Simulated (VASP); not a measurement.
Sm2Si, 3 atoms in the cell. Symmetry: P4/mmm, No. 123, tetragonal system. Conventional cell: a = 5.683 Å, b = 5.683 Å, c = 3.238 Å, α = 90.00°, β = 90.00°, γ = 90.00°. Within 3.7 Å of Sm (site symmetry mmm) lie 2 Si at 2.84 Å and 2 Sm at 3.24 Å. Si (site symmetry 4/mmm) has 4 Sm at 2.84 Å and 2 Si at 3.24 Å within 3.7 Å. The cell was generated, and may not be a known phase.

| Item | Value |
| --- | --- |
| Program | VASP 6.6.1 |
| Task | relaxation of cell and atoms |
| Functional | PBE |
| Potentials or basis | VASP PAW PBE potentials, release 64 (Sm_3, Si), 4f in core |
| Cutoff | 500 eV |
| k mesh | 8 × 8 × 14 |
| Occupations | gaussian, width 0.1 eV |
| Spin | no spin polarisation |
| Dipole correction | no |
| Further INCAR settings | ALGO = Normal; EDIFF = 1e-07; IBRION = 2; EDIFFG = -0.01; NSW = 100; ISIF = 3 |

Potentials or basis: VASP PAW PBE potentials, release 64 (Sm_3, Si), 4f in core.

Launch:

```sh
$ cat potpaw_PBE.64/Sm_3/POTCAR potpaw_PBE.64/Si/POTCAR > POTCAR
$ mpirun -np 1 vasp_std > vasp.out
```

Hardware: 1 thread of Intel(R) Xeon(R) Platinum 8488C (Sapphire Rapids), with other jobs on the host.

**Question.** How long does it take, and how much memory?

**Answer.** Run time: 6 min on 1 thread of Intel(R) Xeon(R) Platinum 8488C (Sapphire Rapids) (shared host), peak memory 0.34 GiB. Counts: scf iterations 30, k points 120, ion steps 3.
